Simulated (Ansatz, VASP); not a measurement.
## CdSe in VASP and in Ansatz

```
Cd Se
1.0
     3.56189    0.00000    0.00000
     0.00000    3.56189    0.00000
     0.00000    0.00000    3.56189
Cd Se
1 1
Direct
  0.50000 0.50000 0.50000
  0.00000 0.00000 0.00000
```

Alike in both runs: functional PBE; k mesh 6 × 6 × 6; occupations gaussian, width 0.1 eV; no spin polarisation.

Ansatz relaxed the structure, and its values are those at the end. VASP's run is a single point on that final structure, the one shown.

|  | VASP | Ansatz |
| --- | --- | --- |
| version | VASP 6.6.1 | Ansatz 0.2.0 |
| potentials or method | VASP PAW PBE potentials, release 64 (Cd, Se), cutoff 520 eV | scalar-relativistic, plane waves, PAW |
| valence electrons in the cell | 18 | 36 |

VASP gave:

* gap on the k mesh at the Fermi level (eV): none
* pressure (GPa): -0.1

Estimate Ansatz's values.

gap on the k mesh at the Fermi level (eV): none; pressure (GPa): -0.3.

A gap of «none» marks a metal or a gap that the smearing closes. VASP's potentials hold 18 valence electrons a cell and Ansatz's 36, so a difference there can come from the potentials and not from the codes.
